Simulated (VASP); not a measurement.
# Ti (P6_3/mmc) in VASP: a series of runs

The runs below take Ti through single point, with PBE.

Everything below comes from runs of VASP 6.6.1. Logs are shortened: lines on timing, memory, paths and dates and some standing lists are left out, and cuts for length are marked.

**1. The cell of the first run**

The structure is hexagonal, space group P6_3/mmc (No. 194). The conventional cell has a = 2.950 Å, b = 2.950 Å, c = 4.686 Å, α = 90.00°, β = 90.00°, γ = 120.00°. Within 3.8 Å of Ti (site symmetry -6m2) lie 12 Ti at 2.90 to 2.95 Å.

**2. Single point, PBE**

Input file INCAR:

```
PREC = Accurate
ENCUT = 520
EDIFF = 1E-6
ISMEAR = 1
SIGMA = 0.15
LREAL = False
LASPH = True
NELM = 100
ALGO = Normal
ISIF = 2
LWAVE = False
LCHARG = False
GGA = PE
NBANDS = 19
```

Input file KPOINTS:

```
regular mesh
0
Gamma
  13 13 7
```

Input file POSCAR:

```
Ti
1.0
    2.9499978604      0.0000000000      0.0000000000
   -1.4749989302      2.5547730882      0.0000000000
    0.0000000000      0.0000000000      4.6860000000
Ti
2
Direct
    0.3333333333      0.6666666667      0.2500000000
    0.6666666667      0.3333333333      0.7500000000
```

Potentials or basis: VASP PAW PBE potentials, release 64 (Ti_sv).

Run with:

```sh
$ cat potpaw_PBE.64/Ti_sv/POTCAR > POTCAR
$ mpirun -np 1 vasp_std > vasp.out
```

OUTCAR:

```text
PREC = Accurate
   ENCUT = 520
   EDIFF = 1E-6
   ISMEAR = 1
   LREAL = False
   LASPH = True
   NELM = 100
   ISIF = 2
   GGA = PE

 ion  position               nearest neighbor table
   1  0.333  0.667  0.250-   2 2.90   2 2.90   2 2.90   2 2.90   2 2.90   2 2.90
   2  0.667  0.333  0.750-   1 2.90   1 2.90   1 2.90   1 2.90   1 2.90   1 2.90

  LATTYP: Found a hexagonal cell.
 ALAT       =     2.9499978604
 C/A-ratio  =     1.5884757284

  Lattice vectors:

 A1 = (   2.9499978604,   0.0000000000,   0.0000000000)
 A2 = (  -1.4749989302,   2.5547730882,   0.0000000000)
 A3 = (   0.0000000000,   0.0000000000,   4.6860000000)

Analysis of symmetry for initial positions (statically):
=====================================================================
 Subroutine PRICEL returns:
 Original cell was already a primitive cell.

 Routine SETGRP: Setting up the symmetry group for a
 hexagonal supercell.

 Subroutine GETGRP returns: Found 24 space group operations
 (whereof 12 operations were pure point group operations)
 out of a pool of 24 trial point group operations.

The static configuration has the point symmetry D_3d.
 The point group associated with its full space group is D_6h.

Analysis of symmetry for dynamics (positions and initial velocities):
=====================================================================
 Subroutine PRICEL returns:
 Original cell was already a primitive cell.

 Routine SETGRP: Setting up the symmetry group for a
 hexagonal supercell.

 Subroutine GETGRP returns: Found 24 space group operations
 (whereof 12 operations were pure point group operations)
 out of a pool of 24 trial point group operations.

The dynamic configuration has the point symmetry D_3d.
 The point group associated with its full space group is D_6h.

 Subroutine INISYM returns: Found 24 space group operations
 (whereof 12 operations are pure point group operations),
 and found     1 'primitive' translations

----------------------------------------------------------------------------------------

                                     Primitive cell

  volume of cell :      35.3164

  direct lattice vectors                    reciprocal lattice vectors
     2.949997860  0.000000000  0.000000000     0.338983297  0.195712098  0.000000000
    -1.474998930  2.554773088  0.000000000     0.000000000  0.391424195  0.000000000
     0.000000000  0.000000000  4.686000000     0.000000000  0.000000000  0.213401622

  length of vectors
     2.949997860  2.949997860  4.686000000     0.391424195  0.391424195  0.213401622

  position of ions in fractional coordinates (direct lattice)
     0.333333333  0.666666667  0.250000000
     0.666666667  0.333333333  0.750000000

  ion indices of the primitive-cell ions
   primitive index   ion index
                 1           1
                 2           2

----------------------------------------------------------------------------------------

 KPOINTS: regular mesh

Automatic generation of k-mesh.
 Grid dimensions read from file:
 generate k-points for:   13   13    7

 Generating k-lattice:

  Cartesian coordinates                     Fractional coordinates (reciprocal lattice)
     0.026075638  0.015054777  0.000000000     0.076923077  0.000000000  0.000000000
     0.000000000  0.030109553  0.000000000     0.000000000  0.076923077  0.000000000
     0.000000000  0.000000000  0.030485946     0.000000000  0.000000000  0.142857143

  Length of vectors
     0.030109553  0.030109553  0.030485946

  Shift w.r.t. Gamma in fractional coordinates (k-lattice)
     0.000000000  0.000000000  0.000000000

 Subroutine IBZKPT returns following result:
 ===========================================

 Found     84 irreducible k-points:

 Following reciprocal coordinates:
            Coordinates               Weight
  0.000000  0.000000  0.000000      1.000000
  0.076923  0.000000  0.000000      6.000000
  0.153846  0.000000  0.000000      6.000000
  0.230769  0.000000  0.000000      6.000000
  0.307692  0.000000  0.000000      6.000000
  0.384615  0.000000  0.000000      6.000000
[... 16 lines left out ...]
  0.076923  0.000000  0.142857     12.000000
  0.153846  0.000000  0.142857     12.000000
 [... further k-points ...]
   k-points           NKPTS =     84   k-points in BZ     NKDIM =     84   number of bands    NBANDS=     19
   number of dos      NEDOS =    301   number of ions     NIONS =      2
   total plane-waves  NPLWV =  20736
   dimension x,y,z NGX =    24 NGY =   24 NGZ =   36
   dimension x,y,z NGXF=    48 NGYF=   48 NGZF=   72
   ions per type =               2
   NGX,Y,Z   is equivalent  to a cutoff of  13.53, 13.53, 12.77 a.u.
   NGXF,Y,Z  is equivalent  to a cutoff of  27.05, 27.05, 25.54 a.u.
 SYSTEM =  unknown system
   PREC   = accura    normal or accurate (medium, high low for compatibility)
   ISTART =      0    job   : 0-new  1-cont  2-samecut
   ICHARG =      2    charge: 1-file 2-atom 10-const
   ISPIN  =      1    spin polarized calculation?
   LNONCOLLINEAR =      F non collinear calculations
   LSORBIT =      F    spin-orbit coupling
   LASPH  =      T    aspherical Exc in radial PAW
   ENCUT  =  520.0 eV  38.22 Ry    6.18 a.u.   5.49  5.49  8.71*2*pi/ulx,y,z
   NELM   =    100;   NELMIN=  2; NELMDL= -5     # of ELM steps
   EDIFF  = 0.1E-05   stopping-criterion for ELM
   LREAL  =      F    real-space projection
[... 7 lines left out ...]
   TEBEG  =    0.0;   TEEND  =   0.0 temperature during run
   PSTRESS=    0.0 pullay stress
   NELECT =      24.0000    total number of electrons
   NUPDOWN=      -1.0000    fix difference up-down
   EMIN   =  10.00;   EMAX   =-10.00  energy-range for DOS
   EFERMI =   0.00;   METHOD = LEGACY
   ISMEAR =     1;   SIGMA  =   0.15  broadening in eV -4-tet -1-fermi 0-gaus
   EFERMI_NEDOS =   21; number of points for ismear=-14 and -15
   IALGO  =     38    algorithm
   IMIX   =      4    mixing-type and parameters
     AMIX     =   0.40;   BMIX     =  1.00
     AMIX_MAG =   1.60;   BMIX_MAG =  1.00
  volume/ion in A,a.u.               =      17.66       119.16
  Fermi-wavevector in a.u.,A,eV,Ry     =   1.439306  2.719894 28.185854  2.071602
  Thomas-Fermi vector in A             =   2.558176
   LORBIT       =      0    0 simple, 1 ext, 2 COOP (PROOUT), +10 PAW based schemes
   GGA     = PE    functional components
   LHFCALC =     F    Hartree Fock is set to
   AEXX    =    0.0000 exact exchange contribution
   IVDW    =     0    specifies the selected vdW correction
   LEPSILON=     F    determine dielectric tensor
   LRPA    =     F    only Hartree local field effects (RPA)
 non-spin polarized calculation
 Methfessel and Paxton  Order N= 1 SIGMA  =   0.15
  energy-cutoff  :      520.00
  volume of cell :       35.32
 maximum number of plane-waves:       975
 NGX is ok and might be reduce to    24
   NGX = 11   NGY = 11   NGZ = 17

 number of electron      24.0000001 magnetization

 Free energy of the ion-electron system (eV)
  ---------------------------------------------------
  ext. energy  EPLUGINS =         0.00000000
  ---------------------------------------------------
  free energy    TOTEN  =       -15.66702414 eV

  energy without entropy =      -15.66897312  energy(sigma->0) =      -15.66767380

 E-fermi :   8.1790     XC(G=0): -11.4200

 val. band max:        8.1710217016   @ k =   0.0769   0.0769   0.4286
 cond. band min:       8.1906394268   @ k =   0.3077   0.3077   0.2857
 fundamental gap:      0.0196177251
 Fermi energy:         8.1790092311

 k-point     1 :       0.0000    0.0000    0.0000
  band No.  band energies     occupation
      1     -48.7289      2.00000
      2     -48.6025      2.00000
      3     -25.2982      2.00000
      4     -24.6838      2.00000
      5     -24.6838      2.00000
      6     -24.6316      2.00000
[... 11 lines left out ...]
     18       9.7668     -0.00000
     19      11.2472      0.00000

 k-point     2 :       0.0769    0.0000    0.0000
  band No.  band energies     occupation
      1     -48.7234      2.00000
      2     -48.6003      2.00000
      3     -25.2859      2.00000
      4     -24.7091      2.00000
      5     -24.6922      2.00000
      6     -24.6368      2.00000
[... 11 lines left out ...]
     18       9.6771     -0.00000
     19      11.2946      0.00000

 k-point     3 :       0.1538    0.0000    0.0000
  band No.  band energies     occupation
      1     -48.7081      2.00000
      2     -48.5945      2.00000
      3     -25.2506      2.00000
      4     -24.7797      2.00000
      5     -24.7150      2.00000
      6     -24.6878      2.00000
[... 11 lines left out ...]
     18       9.8055     -0.00000
     19      11.3981      0.00000

 k-point     4 :       0.2308    0.0000    0.0000
  band No.  band energies     occupation
      1     -48.6855      2.00000
      2     -48.5870      2.00000
      3     -25.1967      2.00000
      4     -24.8801      2.00000
      5     -24.7861      2.00000
      6     -24.7459      2.00000
[... 11 lines left out ...]
     18      10.2466     -0.00000
     19      11.5012      0.00000

 k-point     5 :       0.3077    0.0000    0.0000
  band No.  band energies     occupation
      1     -48.6600      2.00000
      2     -48.5806      2.00000
      3     -25.1312      2.00000
      4     -24.9876      2.00000
      5     -24.8869      2.00000
      6     -24.7775      2.00000
[... 11 lines left out ...]
     18      10.7638     -0.00000
     19      11.5775      0.00000
[... 334 lines left out ...]
      2     -48.5847      2.00000
      3     -25.0518      2.00000
      4     -24.9611      2.00000
      5     -24.9267      2.00000
      6     -24.9267      2.00000
[... 11 lines left out ...]
     18      11.3801      0.00000
     19      13.5471      0.00000

 k-point    22 :       0.0000    0.0000    0.1429
  band No.  band energies     occupation
      1     -48.7227      2.00000
      2     -48.6089      2.00000
      3     -25.2664      2.00000
      4     -24.6792      2.00000
      5     -24.6792      2.00000
      6     -24.6659      2.00000
[... 11 lines left out ...]
     18       9.9451     -0.00000
     19      11.2542      0.00000

 k-point    23 :       0.0769    0.0000    0.1429
  band No.  band energies     occupation
      1     -48.7174      2.00000
      2     -48.6065      2.00000
      3     -25.2557      2.00000
      4     -24.7039      2.00000
      5     -24.6874      2.00000
      6     -24.6777      2.00000
[... 11 lines left out ...]
     18       9.8997     -0.00000
     19      11.2925      0.00000

 k-point    24 :       0.1538    0.0000    0.1429
  band No.  band energies     occupation
      1     -48.7025      2.00000
      2     -48.6002      2.00000
      3     -25.2253      2.00000
      4     -24.7728      2.00000
      5     -24.7268      2.00000
      6     -24.7095      2.00000
[... 11 lines left out ...]
     18       9.9097     -0.00000
     19      11.3755      0.00000

 [... further k-points ...]
[... 5 lines left out ...]
  --------------------------------------------------------------------------------------
  -------------------------------------------------------------------------------------
  Total       -0.3866074     -0.3866074     -0.4832287      0.0000000      0.0000000      0.0000000
  in kB      -17.5389841    -17.5389841    -21.9223419      0.0000000      0.0000000      0.0000000
  external PRESSURE =     -19.0001034 kB  Pullay stress =       0.0000000 kB

 VOLUME and BASIS-vectors are now :
 -----------------------------------------------------------------------------
  energy-cutoff  :      520.00
  volume of cell :       35.32
      direct lattice vectors                 reciprocal lattice vectors
     2.949997860  0.000000000  0.000000000     0.338983297  0.195712098  0.000000000
    -1.474998930  2.554773088  0.000000000     0.000000000  0.391424195  0.000000000
     0.000000000  0.000000000  4.686000000     0.000000000  0.000000000  0.213401622

 POSITION                                       TOTAL-FORCE (eV/Angst)
 -----------------------------------------------------------------------------------
     -0.00000      1.70318      1.17150        -0.000000      0.000000      0.000000
      1.47500      0.85159      3.51450         0.000000     -0.000000      0.000000
 -----------------------------------------------------------------------------------
    total drift:                               -0.000000      0.000000     -0.000000

  FREE ENERGIE OF THE ION-ELECTRON SYSTEM (eV)
  ---------------------------------------------------
  free  energy   TOTEN  =       -15.6670241423 eV

  energy  without entropy=      -15.6689731168  energy(sigma->0) =      -15.66767380
```

It took 28 s on 1 thread of AMD EPYC 9R45 (Zen 5), shared host; peak memory 0.15 GiB.

What came out:

| Item | Value |
| --- | --- |
| Free energy | -15.6670 eV |
| Pressure | -1.9 GPa |
| Band gap on the k mesh | zero (bands 12 and 13 overlap by 1.09 eV) |

Stress tensor (GPa, compression positive):
```
-1.75  0.00  0.00
 0.00 -1.75  0.00
 0.00  0.00 -2.19
```

(Continued in part 2 of 2.)

The gap in the log of VASP goes by the Fermi energy; the results here count the filled bands.